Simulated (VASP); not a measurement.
# Sn (I4/mmm) in VASP: notebook

Sn is run at these levels: r2SCAN; tasks: single point.

Everything below comes from runs of VASP 6.6.1. Logs are shortened: lines on timing, memory, paths and dates and some standing lists are left out, and cuts for length are marked.

**1. The cell of the first run**

It takes space group I4/mmm (No. 139, tetragonal). The conventional cell has a = 3.631 Å, b = 3.631 Å, c = 3.783 Å, α = 90.00°, β = 90.00°, γ = 90.00°. Within 4.2 Å of Sn (site symmetry 4/mmm) lie 14 Sn at 3.19 to 3.78 Å.

**2. Single point, r2SCAN (strain -0.0400 x Voigt [1, 1, 0, 0, 0, 0])**

POSCAR reads:

```
Sn
1.0
   -1.8156343664      1.8156343664      1.8912857983
    1.8156343664     -1.8156343664      1.8912857983
    1.8156343664      1.8156343664     -1.8912857983
Sn
1
Direct
    0.0000000000      0.0000000000      0.0000000000
```

INCAR.step1 reads:

```
PREC = Accurate
ENCUT = 520
ISMEAR = 0
SIGMA = 0.15
LREAL = False
LASPH = True
NELM = 60
NBANDS = 13
GGA = PE
ALGO = Normal
EDIFF = 1E-4
LWAVE = True
LCHARG = False
```

INCAR.step2 reads:

```
PREC = Accurate
ENCUT = 520
EDIFF = 1E-6
ISMEAR = 0
SIGMA = 0.15
LREAL = False
LASPH = True
NELM = 60
ALGO = Normal
ISIF = 2
LWAVE = False
LCHARG = False
METAGGA = R2SCAN
LMIXTAU = True
NBANDS = 13
ISTART = 1
```

KPOINTS reads:

```
Automatic mesh
0
Gamma
  22 22 22
```

Potentials or basis: VASP PAW PBE potentials, release 64 (Sn_d).

Command:

```bash
> cat potpaw_PBE.64/Sn_d/POTCAR > POTCAR
> cp INCAR.step1 INCAR
> mpirun -np 1 vasp_std > vasp.out
> cp INCAR.step2 INCAR
> mpirun -np 1 vasp_std > vasp.out
```

OUTCAR:

```text
PREC = Accurate
   ENCUT = 520
   EDIFF = 1E-6
   ISMEAR = 0
   LREAL = False
   LASPH = True
   NELM = 60
   ISIF = 2
   METAGGA = R2SCAN
   ISTART = 1

 ion  position               nearest neighbor table
   1  0.000  0.000  0.000-

  LATTYP: Found a body centered tetragonal cell.
 ALAT       =     3.6312687328
 C/A-ratio  =     1.0416666666

  Lattice vectors:

 A1 = (  -1.8156343664,   1.8156343664,   1.8912857983)
 A2 = (   1.8156343664,  -1.8156343664,   1.8912857983)
 A3 = (   1.8156343664,   1.8156343664,  -1.8912857983)

Analysis of symmetry for initial positions (statically):
=====================================================================
 Subroutine PRICEL returns:
 Original cell was already a primitive cell.

 Routine SETGRP: Setting up the symmetry group for a
 body centered tetragonal supercell.

 Subroutine GETGRP returns: Found 16 space group operations
 (whereof 16 operations were pure point group operations)
 out of a pool of 16 trial point group operations.

The static configuration has the point symmetry D_4h.

Analysis of symmetry for dynamics (positions and initial velocities):
=====================================================================
 Subroutine PRICEL returns:
 Original cell was already a primitive cell.

 Routine SETGRP: Setting up the symmetry group for a
 body centered tetragonal supercell.

 Subroutine GETGRP returns: Found 16 space group operations
 (whereof 16 operations were pure point group operations)
 out of a pool of 16 trial point group operations.

The dynamic configuration has the point symmetry D_4h.

 Subroutine INISYM returns: Found 16 space group operations
 (whereof 16 operations are pure point group operations),
 and found     1 'primitive' translations

----------------------------------------------------------------------------------------

                                     Primitive cell

  volume of cell :      24.9387

  direct lattice vectors                    reciprocal lattice vectors
    -1.815634366  1.815634366  1.891285798     0.000000000  0.275385843  0.264370409
     1.815634366 -1.815634366  1.891285798     0.275385843  0.000000000  0.264370409
     1.815634366  1.815634366 -1.891285798     0.275385843  0.275385843  0.000000000

  length of vectors
     3.189046609  3.189046609  3.189046609     0.381744778  0.381744778  0.389454394

  position of ions in fractional coordinates (direct lattice)
     0.000000000  0.000000000  0.000000000

  ion indices of the primitive-cell ions
   primitive index   ion index
[... 81 lines left out ...]
   POTIM  = 0.5000    time-step for ionic-motion
   TEBEG  =    0.0;   TEEND  =   0.0 temperature during run
   PSTRESS=    0.0 pullay stress
   NELECT =      14.0000    total number of electrons
   NUPDOWN=      -1.0000    fix difference up-down
   EMIN   =  10.00;   EMAX   =-10.00  energy-range for DOS
   EFERMI =   0.00;   METHOD = LEGACY
   ISMEAR =     0;   SIGMA  =   0.15  broadening in eV -4-tet -1-fermi 0-gaus
   EFERMI_NEDOS =   21; number of points for ismear=-14 and -15
   IALGO  =     38    algorithm
   IMIX   =      4    mixing-type and parameters
     AMIX     =   0.40;   BMIX     =  1.00
     AMIX_MAG =   1.60;   BMIX_MAG =  1.00
  volume/ion in A,a.u.               =      24.94       168.29
  Fermi-wavevector in a.u.,A,eV,Ry     =   1.350495  2.552065 24.814792  1.823836
  Thomas-Fermi vector in A             =   2.477994
   LORBIT       =      0    0 simple, 1 ext, 2 COOP (PROOUT), +10 PAW based schemes
   METAGGA = R2SCAN    functional components
   LHFCALC =     F    Hartree Fock is set to
   AEXX    =    0.0000 exact exchange contribution
   IVDW    =     0    specifies the selected vdW correction
   LEPSILON=     F    determine dielectric tensor
   LRPA    =     F    only Hartree local field effects (RPA)
 non-spin polarized calculation
 Gauss-broadening in eV      SIGMA  =   0.15
  energy-cutoff  :      520.00
  volume of cell :       24.94
 maximum number of plane-waves:       695
   NGX = 11   NGY = 11   NGZ = 11

 number of electron      14.0000001 magnetization

 Free energy of the ion-electron system (eV)
  ---------------------------------------------------
  ext. energy  EPLUGINS =         0.00000000
  ---------------------------------------------------
  free energy    TOTEN  =       -24.47542761 eV

  energy without entropy =      -24.46982857  energy(sigma->0) =      -24.47262809

 E-fermi :   9.1157     XC(G=0): -11.7383

 val. band max:        9.1126671149   @ k =  -0.1818  -0.2727   0.0909
 cond. band min:       9.1181235853   @ k =  -0.3182   0.3636   0.2727
 fundamental gap:      0.0054564703
 Fermi energy:         9.1157043236

 k-point     1 :       0.0000    0.0000    0.0000
  band No.  band energies     occupation
      1     -13.2154      2.00000
      2     -13.2153      2.00000
      3     -13.1997      2.00000
      4     -13.0296      2.00000
      5     -13.0033      2.00000
      6      -3.2160      2.00000
      7      18.2565      0.00000
      8      18.5236      0.00000
      9      18.5236      0.00000
     10      21.7870      0.00000
     11      22.4547      0.00000
     12      22.4547      0.00000
     13      22.7519      0.00000
[... 354 lines left out ...]
  band No.  band energies     occupation
      1     -13.2657      2.00000
      2     -13.1896      2.00000
      3     -13.0432      2.00000
      4     -13.0198      2.00000
      5     -12.9196      2.00000
      6       1.3693      2.00000
      7       5.1163      2.00000
      8      13.2699      0.00000
      9      15.2998      0.00000
     10      18.5932      0.00000
     11      19.0564      0.00000
     12      24.0104      0.00000
     13      26.9193      0.00000

 [... further k-points ...]

------------------------ aborting loop because EDIFF is reached ----------------------------------------

  FORCE on cell =-STRESS in cart. coord.  units (eV):
  Direction    XX          YY          ZZ          XY          YZ          ZX
  --------------------------------------------------------------------------------------
  -------------------------------------------------------------------------------------
  Total        0.7629924      0.7629924      0.7343600      0.0000000      0.0000000      0.0000000
  in kB       49.0181458     49.0181458     47.1786627      0.0000000      0.0000000      0.0000000
  external PRESSURE =      48.4049847 kB  Pullay stress =       0.0000000 kB

 VOLUME and BASIS-vectors are now :
 -----------------------------------------------------------------------------
  energy-cutoff  :      520.00
  volume of cell :       24.94
      direct lattice vectors                 reciprocal lattice vectors
    -1.815634366  1.815634366  1.891285798     0.000000000  0.275385843  0.264370409
     1.815634366 -1.815634366  1.891285798     0.275385843  0.000000000  0.264370409
     1.815634366  1.815634366 -1.891285798     0.275385843  0.275385843  0.000000000

 POSITION                                       TOTAL-FORCE (eV/Angst)
 -----------------------------------------------------------------------------------
      0.00000      0.00000      0.00000         0.000000     -0.000000      0.000000
 -----------------------------------------------------------------------------------
    total drift:                               -0.000000      0.000000      0.000000

  FREE ENERGIE OF THE ION-ELECTRON SYSTEM (eV)
  ---------------------------------------------------
  free  energy   TOTEN  =       -24.4754276120 eV

  energy  without entropy=      -24.4698285733  energy(sigma->0) =      -24.47262809
```

OSZICAR.step1:

```text
N       E                     dE             d eps       ncg     rms          rms(c)
DAV:   1     0.807738829822E+02    0.80774E+02   -0.72050E+03 22437   0.167E+03
DAV:   2     0.171780736696E+01   -0.79056E+02   -0.76476E+02 23199   0.343E+02
DAV:   3    -0.363818332095E+01   -0.53560E+01   -0.53326E+01 25853   0.720E+01
DAV:   4    -0.374358832647E+01   -0.10541E+00   -0.10538E+00 25619   0.107E+01
DAV:   5    -0.374706229049E+01   -0.34740E-02   -0.34739E-02 27929   0.191E+00    0.156E+00
DAV:   6    -0.373487202344E+01    0.12190E-01   -0.11084E-02 27541   0.192E+00    0.866E-01
DAV:   7    -0.373046738644E+01    0.44046E-02   -0.73021E-03 27365   0.149E+00    0.111E-01
DAV:   8    -0.373028207447E+01    0.18531E-03   -0.70928E-04 26691   0.452E-01    0.245E-02
DAV:   9    -0.373028085336E+01    0.12211E-05   -0.10065E-05 14317   0.466E-02
   1 F= -.37302809E+01 E0= -.37272564E+01  d E =-.604895E-02
```

It took 28 min on 1 thread of AMD EPYC 7R43 (Zen 3), shared host; peak memory 0.31 GiB.

What came out:

- Free energy: -24.4754 eV
- Pressure: 4.8 GPa
- Band gap on the k mesh: zero (bands 7 and 8 overlap by 11.99 eV)

Caveat: the cell differs from its parent crystal (strain -0.0400 x Voigt [1, 1, 0, 0, 0, 0]); the cell stands under pressure; the PAW data sets were made with another functional, which shifts forces and pressure a little; spin-orbit coupling is left out, which moves the levels of the heavy elements.

**3. Single point, r2SCAN (strain -0.0300 x Voigt [1, 1, 0, 0, 0, 0])**

POSCAR reads:

```
Sn
1.0
   -1.8345472244      1.8345472244      1.8912857983
    1.8345472244     -1.8345472244      1.8912857983
    1.8345472244      1.8345472244     -1.8912857983
Sn
1
Direct
    0.0000000000      0.0000000000      0.0000000000
```

INCAR.step1 reads:

```
PREC     = Accurate       # precision mode
ENCUT    = 520            # plane-wave cutoff, eV
ISMEAR   = 0              # smearing method
SIGMA    = 0.15           # smearing width, eV
LREAL    = F              # projectors in reciprocal space
LASPH    = T              # aspherical terms in the spheres
NELM     = 60             # most SCF steps
NBANDS   = 13             # bands
GGA      = PE             # functional
ALGO     = Normal         # electronic algorithm
EDIFF    = 1E-4           # SCF threshold, eV
LWAVE    = T              # write WAVECAR
LCHARG   = F              # write CHGCAR
```

INCAR.step2 reads:

```
PREC     = Accurate       # precision mode
ENCUT    = 520            # plane-wave cutoff, eV
EDIFF    = 1E-7           # SCF threshold, eV
ISMEAR   = 0              # smearing method
SIGMA    = 0.15           # smearing width, eV
LREAL    = F              # projectors in reciprocal space
LASPH    = T              # aspherical terms in the spheres
NELM     = 60             # most SCF steps
ALGO     = Normal         # electronic algorithm
ISIF     = 2              # what is computed and relaxed
LWAVE    = F              # write WAVECAR
LCHARG   = F              # write CHGCAR
METAGGA  = R2SCAN         # meta-GGA
LMIXTAU  = T            
NBANDS   = 13             # bands
ISTART   = 1
```

KPOINTS is that of step 2.

Potentials or basis: VASP PAW PBE potentials, release 64 (Sn_d).

Command:

```bash
> cat potpaw_PBE.64/Sn_d/POTCAR > POTCAR
> cp INCAR.step1 INCAR
> mpirun -np 1 vasp_std > vasp.out
> cp INCAR.step2 INCAR
> mpirun -np 1 vasp_std > vasp.out
```

OUTCAR:

```text
PREC = Accurate
   ENCUT = 520
   EDIFF = 1E-7
   ISMEAR = 0
   LREAL = F
   LASPH = T
   NELM = 60
   ISIF = 2
   METAGGA = R2SCAN
   ISTART = 1

 ion  position               nearest neighbor table
   1  0.000  0.000  0.000-

  LATTYP: Found a body centered tetragonal cell.
 ALAT       =     3.6690944488
 C/A-ratio  =     1.0309278350

  Lattice vectors:

 A1 = (  -1.8345472244,   1.8345472244,   1.8912857983)
 A2 = (   1.8345472244,  -1.8345472244,   1.8912857983)
 A3 = (   1.8345472244,   1.8345472244,  -1.8912857983)

Analysis of symmetry for initial positions (statically):
=====================================================================
 Subroutine PRICEL returns:
 Original cell was already a primitive cell.

 Routine SETGRP: Setting up the symmetry group for a
 body centered tetragonal supercell.

 Subroutine GETGRP returns: Found 16 space group operations
 (whereof 16 operations were pure point group operations)
 out of a pool of 16 trial point group operations.

The static configuration has the point symmetry D_4h.

Analysis of symmetry for dynamics (positions and initial velocities):
=====================================================================
 Subroutine PRICEL returns:
 Original cell was already a primitive cell.

 Routine SETGRP: Setting up the symmetry group for a
 body centered tetragonal supercell.

 Subroutine GETGRP returns: Found 16 space group operations
 (whereof 16 operations were pure point group operations)
 out of a pool of 16 trial point group operations.

The dynamic configuration has the point symmetry D_4h.

 Subroutine INISYM returns: Found 16 space group operations
 (whereof 16 operations are pure point group operations),
 and found     1 'primitive' translations

----------------------------------------------------------------------------------------

                                     Primitive cell

[... 113 lines left out ...]
   METAGGA = R2SCAN    functional components
   LHFCALC =     F    Hartree Fock is set to
   AEXX    =    0.0000 exact exchange contribution
   IVDW    =     0    specifies the selected vdW correction
   LEPSILON=     F    determine dielectric tensor
   LRPA    =     F    only Hartree local field effects (RPA)
 non-spin polarized calculation
 Gauss-broadening in eV      SIGMA  =   0.15
  energy-cutoff  :      520.00
  volume of cell :       25.46
 maximum number of plane-waves:       698
   NGX = 11   NGY = 11   NGZ = 11

 number of electron      13.9999996 magnetization

 Free energy of the ion-electron system (eV)
  ---------------------------------------------------
  ext. energy  EPLUGINS =         0.00000000
  ---------------------------------------------------
  free energy    TOTEN  =       -24.48905366 eV

  energy without entropy =      -24.48369005  energy(sigma->0) =      -24.48637186

 E-fermi :   8.8409     XC(G=0): -11.6221

 val. band max:        8.8395287050   @ k =  -0.3636  -0.4091   0.3182
 cond. band min:       8.8510619718   @ k =   0.4091   0.1818   0.0909
 fundamental gap:      0.0115332668
 Fermi energy:         8.8409462367

 k-point     1 :       0.0000    0.0000    0.0000
  band No.  band energies     occupation
      1     -13.4674      2.00000
      2     -13.4674      2.00000
      3     -13.4566      2.00000
      4     -13.2897      2.00000
      5     -13.2708      2.00000
      6      -3.3155      2.00000
      7      17.8138      0.00000
      8      18.0175      0.00000
      9      18.0175      0.00000
     10      21.5817      0.00000
     11      22.0662      0.00000
     12      22.0662      0.00000
     13      22.3797      0.00000
[... 354 lines left out ...]
  band No.  band energies     occupation
      1     -13.5169      2.00000
      2     -13.4425      2.00000
      3     -13.3030      2.00000
      4     -13.2856      2.00000
      5     -13.1889      2.00000
      6       1.1841      2.00000
      7       4.9357      2.00000
      8      12.8592      0.00000
      9      14.8929      0.00000
     10      18.1407      0.00000
     11      18.6143      0.00000
     12      23.8285      0.00000
     13      26.3845      0.00000

 [... further k-points ...]

------------------------ aborting loop because EDIFF is reached ----------------------------------------

  FORCE on cell =-STRESS in cart. coord.  units (eV):
  Direction    XX          YY          ZZ          XY          YZ          ZX
  --------------------------------------------------------------------------------------
  -------------------------------------------------------------------------------------
  Total        0.5273199      0.5273199      0.5264844      0.0000000      0.0000000      0.0000000
  in kB       33.1825558     33.1825558     33.1299750      0.0000000      0.0000000      0.0000000
  external PRESSURE =      33.1650289 kB  Pullay stress =       0.0000000 kB

 VOLUME and BASIS-vectors are now :
 -----------------------------------------------------------------------------
  energy-cutoff  :      520.00
  volume of cell :       25.46
      direct lattice vectors                 reciprocal lattice vectors
    -1.834547224  1.834547224  1.891285798     0.000000000  0.272546813  0.264370409
     1.834547224 -1.834547224  1.891285798     0.272546813  0.000000000  0.264370409
     1.834547224  1.834547224 -1.891285798     0.272546813  0.272546813  0.000000000

 POSITION                                       TOTAL-FORCE (eV/Angst)
 -----------------------------------------------------------------------------------
      0.00000      0.00000      0.00000        -0.000000      0.000000      0.000000
 -----------------------------------------------------------------------------------
    total drift:                               -0.000000     -0.000000      0.000000

  FREE ENERGIE OF THE ION-ELECTRON SYSTEM (eV)
  ---------------------------------------------------
  free  energy   TOTEN  =       -24.4890536643 eV

  energy  without entropy=      -24.4836900461  energy(sigma->0) =      -24.48637186
```

OUTCAR.step1:

```text
PREC = Accurate
   ENCUT = 520
   ISMEAR = 0
   LREAL = F
   LASPH = T
[... 600 lines left out ...]

 POSITION                                       TOTAL-FORCE (eV/Angst)
 -----------------------------------------------------------------------------------
      0.00000      0.00000      0.00000        -0.000000      0.000000      0.000000
 -----------------------------------------------------------------------------------
    total drift:                                0.000000      0.000000      0.000000

  FREE ENERGIE OF THE ION-ELECTRON SYSTEM (eV)
  ---------------------------------------------------
  free  energy   TOTEN  =        -3.7480406720 eV

  energy  without entropy=       -3.7420432320  energy(sigma->0) =       -3.74504195
```

OSZICAR.step1:

```text
N       E                     dE             d eps       ncg     rms          rms(c)
DAV:   1     0.815065711732E+02    0.81507E+02   -0.71827E+03 22429   0.165E+03
DAV:   2     0.184612377020E+01   -0.79660E+02   -0.77036E+02 23149   0.344E+02
DAV:   3    -0.365064501388E+01   -0.54968E+01   -0.54718E+01 25781   0.729E+01
DAV:   4    -0.376019290108E+01   -0.10955E+00   -0.10953E+00 25569   0.109E+01
DAV:   5    -0.376381835838E+01   -0.36255E-02   -0.36254E-02 27956   0.195E+00    0.150E+00
DAV:   6    -0.375226952289E+01    0.11549E-01   -0.10936E-02 27515   0.188E+00    0.832E-01
DAV:   7    -0.374821108569E+01    0.40584E-02   -0.71703E-03 27346   0.146E+00    0.109E-01
DAV:   8    -0.374804141738E+01    0.16967E-03   -0.69473E-04 26575   0.444E-01    0.241E-02
DAV:   9    -0.374804067202E+01    0.74536E-06   -0.95772E-06 14187   0.447E-02
   1 F= -.37480407E+01 E0= -.37450420E+01  d E =-.599744E-02
```

It took 26 min on 1 thread of AMD EPYC 7R43 (Zen 3), shared host; peak memory 0.3 GiB.

Results:

- Free energy: -24.4891 eV
- Pressure: 3.3 GPa
- Band gap on the k mesh: zero (bands 7 and 8 overlap by 11.75 eV)

Caveat: the cell differs from its parent crystal (strain -0.0300 x Voigt [1, 1, 0, 0, 0, 0]); the cell stands under pressure; the PAW data sets were made with another functional, which shifts forces and pressure a little; spin-orbit coupling is left out, which moves the levels of the heavy elements.
